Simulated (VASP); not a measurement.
# PtS2 (P4_2/mnm) in VASP: single point with r2SCAN+rVV10

Aim: the single point of PtS2 with r2SCAN+rVV10.

Program: VASP 6.6.1. These are calculated values, not measurements. Logs are shortened: lines on timing, memory, paths and dates and some standing lists are left out, and cuts for length are marked.

**1. The cell of the first run**

Symmetry: P4_2/mnm, No. 136, tetragonal system. The conventional cell has a = 5.396 Å, b = 5.396 Å, c = 3.787 Å, α = 90.00°, β = 90.00°, γ = 90.00°. Within 3.1 Å of Pt (site symmetry mmm) lie 6 S at 2.36 to 2.39 Å. Within 3.1 Å of S (site symmetry m2m) lie 3 Pt at 2.36 to 2.39 Å and 1 S at 2.91 Å.

**2. Single point, r2SCAN+rVV10**

Contents of POSCAR:

```
PtS2
1.0
    5.3961499292      0.0000000000      0.0000000000
    0.0000000000      5.3961499292      0.0000000000
    0.0000000000      0.0000000000      3.7868145898
Pt S
2 4
Direct
    0.5000000000      0.5000000000      0.5000000000
    0.0000000000      0.0000000000      0.0000000000
    0.6907540780      0.6907540780      0.0000000000
    0.8092459220      0.1907540780      0.5000000000
    0.3092459220      0.3092459220      0.0000000000
    0.1907540780      0.8092459220      0.5000000000
```

Contents of INCAR.step1:

```
SYSTEM = PtS2
PREC = Accurate
ENCUT = 520
ISMEAR = -1
SIGMA = 0.03
LREAL = .FALSE.
LASPH = .TRUE.
NELM = 100
NBANDS = 31
GGA = PE
ALGO = Normal
EDIFF = 1E-4
LWAVE = .TRUE.
LCHARG = .FALSE.
```

Contents of INCAR.step2:

```
SYSTEM = PtS2
PREC = Accurate
ENCUT = 520
EDIFF = 1E-7
ISMEAR = -1
SIGMA = 0.03
LREAL = .FALSE.
LASPH = .TRUE.
NELM = 100
ALGO = Normal
ISIF = 2
LWAVE = .FALSE.
LCHARG = .FALSE.
METAGGA = R2SCAN
LMIXTAU = .TRUE.
LUSE_VDW = .TRUE.
IVDW_NL = 2
BPARAM = 11.95
CPARAM = 0.0093
NBANDS = 31
ISTART = 1
```

Contents of KPOINTS:

```
regular mesh
0
G
  6 6 8
  0 0 0
```

Potentials or basis: VASP PAW PBE potentials, release 64 (Pt, S).

Launch:

```bash
$ cat potpaw_PBE.64/Pt/POTCAR potpaw_PBE.64/S/POTCAR > POTCAR
$ cp INCAR.step1 INCAR
$ mpirun -np 1 vasp_std > vasp.out
$ cp INCAR.step2 INCAR
$ mpirun -np 1 vasp_std > vasp.out
```

OUTCAR:

```text
SYSTEM = PtS2
   PREC = Accurate
   ENCUT = 520
   EDIFF = 1E-7
   ISMEAR = -1
   LREAL = .FALSE.
   LASPH = .TRUE.
   NELM = 100
   ISIF = 2
   METAGGA = R2SCAN
   IVDW_NL = 2
   BPARAM = 11.95
   ISTART = 1

 ion  position               nearest neighbor table
   1  0.500  0.500  0.500-   4 2.36   6 2.36   5 2.39   3 2.39   3 2.39   5 2.39
   2  0.000  0.000  0.000-   3 2.36   5 2.36   4 2.39   6 2.39   4 2.39   6 2.39
   3  0.691  0.691  0.000-   2 2.36   1 2.39   1 2.39
   4  0.809  0.191  0.500-   1 2.36   2 2.39   2 2.39
   5  0.309  0.309  0.000-   2 2.36   1 2.39   1 2.39
   6  0.191  0.809  0.500-   1 2.36   2 2.39   2 2.39

  LATTYP: Found a simple tetragonal cell.
 ALAT       =     5.3961499292
 C/A-ratio  =     0.7017623008

  Lattice vectors:

 A1 = (   5.3961499292,   0.0000000000,   0.0000000000)
 A2 = (   0.0000000000,   5.3961499292,   0.0000000000)
 A3 = (   0.0000000000,   0.0000000000,   3.7868145898)

Analysis of symmetry for initial positions (statically):
=====================================================================
 Subroutine PRICEL returns:
 Original cell was already a primitive cell.

 Routine SETGRP: Setting up the symmetry group for a
 simple tetragonal supercell.

 Subroutine GETGRP returns: Found 16 space group operations
 (whereof  8 operations were pure point group operations)
 out of a pool of 16 trial point group operations.

The static configuration has the point symmetry D_2h.
 The point group associated with its full space group is D_4h.

Analysis of symmetry for dynamics (positions and initial velocities):
=====================================================================
 Subroutine PRICEL returns:
 Original cell was already a primitive cell.

 Routine SETGRP: Setting up the symmetry group for a
 simple tetragonal supercell.

 Subroutine GETGRP returns: Found 16 space group operations
 (whereof  8 operations were pure point group operations)
 out of a pool of 16 trial point group operations.

The dynamic configuration has the point symmetry D_2h.
 The point group associated with its full space group is D_4h.

 Subroutine INISYM returns: Found 16 space group operations
 (whereof  8 operations are pure point group operations),
 and found     1 'primitive' translations

----------------------------------------------------------------------------------------

                                     Primitive cell

[... 99 lines left out ...]
   LREAL  =      F    real-space projection
   EDIFFG = 0.1E-05   stopping-criterion for IOM
   NSW    =      0    number of steps for IOM
   IBRION =     -1    ionic relax: 0-MD 1-quasi-New 2-CG
   NFREE  =      0    steps in history (QN), initial steepest desc. (CG)
   ISIF   =      2    stress and relaxation
   ISYM   =      2    0-nonsym 1-usesym 2-fastsym
   POTIM  = 0.5000    time-step for ionic-motion
   TEBEG  =    0.0;   TEEND  =   0.0 temperature during run
   PSTRESS=    0.0 pullay stress
   NELECT =      44.0000    total number of electrons
   NUPDOWN=      -1.0000    fix difference up-down
   EMIN   =  10.00;   EMAX   =-10.00  energy-range for DOS
   EFERMI =   0.00;   METHOD = LEGACY
   ISMEAR =    -1;   SIGMA  =   0.03  broadening in eV -4-tet -1-fermi 0-gaus
   EFERMI_NEDOS =   21; number of points for ismear=-14 and -15
   IALGO  =     38    algorithm
   IMIX   =      4    mixing-type and parameters
     AMIX     =   0.40;   BMIX     =  1.00
     AMIX_MAG =   1.60;   BMIX_MAG =  1.00
  volume/ion in A,a.u.               =      18.38       124.02
  Fermi-wavevector in a.u.,A,eV,Ry     =   1.205253  2.277599 19.764310  1.452636
  Thomas-Fermi vector in A             =   2.340955
   LORBIT       =      0    0 simple, 1 ext, 2 COOP (PROOUT), +10 PAW based schemes
   METAGGA = R2SCAN    functional components
   LHFCALC =     F    Hartree Fock is set to
   AEXX    =    0.0000 exact exchange contribution
   IVDW_NL    =     2    kernel type
   BPARAM     =11.9500
   IVDW    =     0    specifies the selected vdW correction
   LEPSILON=     F    determine dielectric tensor
   LRPA    =     F    only Hartree local field effects (RPA)
 non-spin polarized calculation
  energy-cutoff  :      520.00
  volume of cell :      110.27
 maximum number of plane-waves:      2996
   NGX = 21   NGY = 21   NGZ = 15

 number of electron      43.9999992 magnetization

 Free energy of the ion-electron system (eV)
  ---------------------------------------------------
  ext. energy  EPLUGINS =         0.00000000
  ---------------------------------------------------
  free energy    TOTEN  =      -134.78258187 eV

  energy without entropy =     -134.76981041  energy(sigma->0) =     -134.77619614

 E-fermi :   6.1647     XC(G=0): -11.4125

 val. band max:        6.1558044524   @ k =   0.5000   0.1667   0.5000
 cond. band min:       6.1822719482   @ k =   0.3333   0.0000   0.5000
 fundamental gap:      0.0264674957
 Fermi energy:         6.1646573415

 k-point     1 :       0.0000    0.0000    0.0000
  band No.  band energies     occupation
      1      -9.4679      2.00000
      2      -7.6192      2.00000
      3      -6.7229      2.00000
      4      -6.7229      2.00000
      5      -2.2063      2.00000
      6      -1.4527      2.00000
[... 805 lines left out ...]
     30      14.3937      0.00000
     31      15.2627      0.00000

 [... further k-points ...]

------------------------ aborting loop because EDIFF is reached ----------------------------------------

  FORCE on cell =-STRESS in cart. coord.  units (eV):
  Direction    XX          YY          ZZ          XY          YZ          ZX
  --------------------------------------------------------------------------------------
  -------------------------------------------------------------------------------------
  Total        0.0140519      0.0140519      0.0121127     -0.0000000      0.0000000      0.0000000
  in kB        0.2041749      0.2041749      0.1759989     -0.0000000      0.0000000      0.0000000
  external PRESSURE =       0.1947829 kB  Pullay stress =       0.0000000 kB

 VOLUME and BASIS-vectors are now :
 -----------------------------------------------------------------------------
  energy-cutoff  :      520.00
  volume of cell :      110.27
      direct lattice vectors                 reciprocal lattice vectors
     5.396149929  0.000000000  0.000000000     0.185317312  0.000000000  0.000000000
     0.000000000  5.396149929  0.000000000     0.000000000  0.185317312  0.000000000
     0.000000000  0.000000000  3.786814590     0.000000000  0.000000000  0.264074191

 POSITION                                       TOTAL-FORCE (eV/Angst)
 -----------------------------------------------------------------------------------
      2.69807      2.69807      1.89341         0.000000     -0.000000      0.000000
      0.00000      0.00000      0.00000         0.000000     -0.000000      0.000000
      3.72741      3.72741      0.00000         0.005151      0.005151      0.000000
      4.36681      1.02934      1.89341        -0.005151      0.005151      0.000000
      1.66874      1.66874      0.00000        -0.005151     -0.005151     -0.000000
      1.02934      4.36681      1.89341         0.005151     -0.005151     -0.000000
 -----------------------------------------------------------------------------------
    total drift:                               -0.000000      0.000000     -0.000000

  FREE ENERGIE OF THE ION-ELECTRON SYSTEM (eV)
  ---------------------------------------------------
  free  energy   TOTEN  =      -134.7825818651 eV

  energy  without entropy=     -134.7698104088  energy(sigma->0) =     -134.77619614
```

OUTCAR.step1:

```text
SYSTEM = PtS2
   PREC = Accurate
   ENCUT = 520
   ISMEAR = -1
   LREAL = .FALSE.
   LASPH = .TRUE.
   NELM = 100
[... 1053 lines left out ...]
      4.36681      1.02934      1.89341         0.023317     -0.023317      0.000000
      1.66874      1.66874      0.00000         0.023317      0.023317     -0.000000
      1.02934      4.36681      1.89341        -0.023317      0.023317     -0.000000
 -----------------------------------------------------------------------------------
    total drift:                               -0.000000      0.000000     -0.000000

  FREE ENERGIE OF THE ION-ELECTRON SYSTEM (eV)
  ---------------------------------------------------
  free  energy   TOTEN  =       -28.8120354851 eV

  energy  without entropy=      -28.7953570805  energy(sigma->0) =      -28.80369628
```

OSZICAR.step1:

```text
N       E                     dE             d eps       ncg     rms          rms(c)
DAV:   1     0.249992078353E+03    0.24999E+03   -0.20664E+04  3108   0.128E+03
DAV:   2    -0.165218368447E+02   -0.26651E+03   -0.25556E+03  3719   0.255E+02
DAV:   3    -0.320463446805E+02   -0.15525E+02   -0.15158E+02  3836   0.603E+01
DAV:   4    -0.323300573233E+02   -0.28371E+00   -0.28332E+00  3810   0.914E+00
DAV:   5    -0.323360672078E+02   -0.60099E-02   -0.60088E-02  3805   0.130E+00    0.259E+01
DAV:   6    -0.297971150829E+02    0.25390E+01   -0.23038E+01  3429   0.336E+01    0.219E+01
DAV:   7    -0.288520614132E+02    0.94505E+00   -0.42480E+00  3366   0.156E+01    0.958E+00
DAV:   8    -0.288240095684E+02    0.28052E-01   -0.34364E-01  3660   0.266E+00    0.270E+00
DAV:   9    -0.288120323043E+02    0.11977E-01   -0.31375E-02  3639   0.137E+00    0.633E-01
DAV:  10    -0.288120414392E+02   -0.91349E-05   -0.42959E-03  3723   0.338E-01    0.259E-01
DAV:  11    -0.288120354851E+02    0.59541E-05   -0.56725E-04  3611   0.150E-01
   1 F= -.28812035E+02 E0= -.28803696E+02  d E =-.166784E-01
```

Wall time 12 min (1 thread of Intel Xeon Platinum 8259CL at 2.50GHz (Skylake/Cascade Lake), shared host); peak memory 0.47 GiB.

What came out:

| Quantity | Value |
| --- | --- |
| Free energy | -134.7826 eV |
| Pressure | 0.0 GPa |
| Largest force | 0.007 eV/Å |
| Band gap on the k mesh | zero (bands 22 and 23 overlap by 0.48 eV) |

Forces on the atoms (eV/Å):
```
Pt   0.000  0.000  0.000
Pt   0.000  0.000  0.000
S    0.005  0.005  0.000
S   -0.005  0.005  0.000
S   -0.005 -0.005  0.000
S    0.005 -0.005  0.000
```

Levels at points of the mesh, in eV from the Fermi level:
```csv
k point,band 18,band 19,band 20,band 21,band 22,band 23,band 24,band 25,band 26,band 27
"(0.00, 0.00, 0.00)",-1.35,-1.25,-0.49,-0.15,-0.15,0.23,2.86,2.86,3.17,5.05
"(0.50, 0.00, 0.00)",-1.99,-1.33,-1.33,-0.67,-0.67,2.34,2.34,2.56,2.56,5.77
"(0.50, 0.50, 0.00)",-2.69,-1.43,-1.43,0.34,0.34,0.51,0.51,2.73,2.73,6.55
"(0.00, 0.00, 0.50)",-2.83,-1.00,-1.00,-0.05,-0.05,0.65,0.65,1.11,1.11,5.54
"(0.50, 0.00, 0.50)",-3.55,-1.18,-1.18,-1.00,-1.00,0.04,0.04,3.71,3.71,7.65
"(0.50, 0.50, 0.50)",-2.56,-0.47,-0.47,-0.38,-0.38,1.29,1.29,1.41,1.41,5.32
```

Caveat: the PAW data sets were made with another functional, which shifts forces and pressure a little; spin-orbit coupling is left out, which moves the levels of the heavy elements.

The gap in the log of VASP goes by the Fermi energy; the results here count the filled bands.